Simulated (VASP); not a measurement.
## SiC: single point with PBE

The system is SiC.

```
Si C
1.0
     3.09177    0.00000    0.00000
    -1.54588    2.67755    0.00000
     0.00000    0.00000    5.07402
Si C
2 2
Direct
  0.33333 0.66667 0.00456
  0.66667 0.33333 0.50456
  0.33333 0.66667 0.38044
  0.66667 0.33333 0.88044
```

```yaml
Program: VASP 6.6.1
Task: single point
Functional: PBE
Potentials_or_basis: VASP PAW PBE potentials, release 64 (Si, C)
Cutoff: 520 eV
k_mesh: 6 × 6 × 4
Occupations: gaussian, width 0.1 eV
Spin: no spin polarisation
```

| Item | Value |
| --- | --- |
| Pressure | 0.0 GPa |
| Largest force | 0.004 eV/Å |
| Band gap on the k mesh | 2.30 eV, indirect (least direct gap 3.94 eV) |

Forces on the atoms (eV/Å):
```
Si   0.000  0.000 -0.004
Si   0.000  0.000 -0.004
C    0.000  0.000  0.004
C    0.000  0.000  0.004
```

Stress tensor (GPa, compression positive):
```
 0.05  0.00  0.00
 0.00  0.05  0.00
 0.00  0.00 -0.12
```

Levels at points of the mesh, in eV from the valence-band top:
| k point | band 5 | band 6 | band 7 | band 8 | band 9 | band 10 | band 11 | band 12 |
| --- | --- | --- | --- | --- | --- | --- | --- | --- |
| (0.00, 0.00, 0.00) | -1.31 | -0.11 | 0.00 | 0.00 | 4.67 | 6.05 | 6.57 | 6.57 |
| (0.50, 0.00, 0.00) | -5.38 | -3.29 | -3.24 | -1.19 | 2.75 | 4.21 | 6.76 | 7.07 |
| (0.00, 0.00, 0.50) | -0.71 | -0.71 | -0.71 | -0.71 | 5.76 | 5.76 | 7.26 | 7.26 |
| (0.50, 0.00, 0.50) | -2.42 | -2.42 | -2.31 | -2.31 | 3.25 | 3.25 | 5.19 | 5.19 |

Wall time 11 s on 1 thread of Intel(R) Xeon(R) Platinum 8259CL CPU @ 2.50GHz (Skylake/Cascade Lake), with other jobs on the host, peak memory 0.15 GiB.

A k mesh can miss the band edges. A hybrid or GW would open this gap; PBE tends to underestimate it.
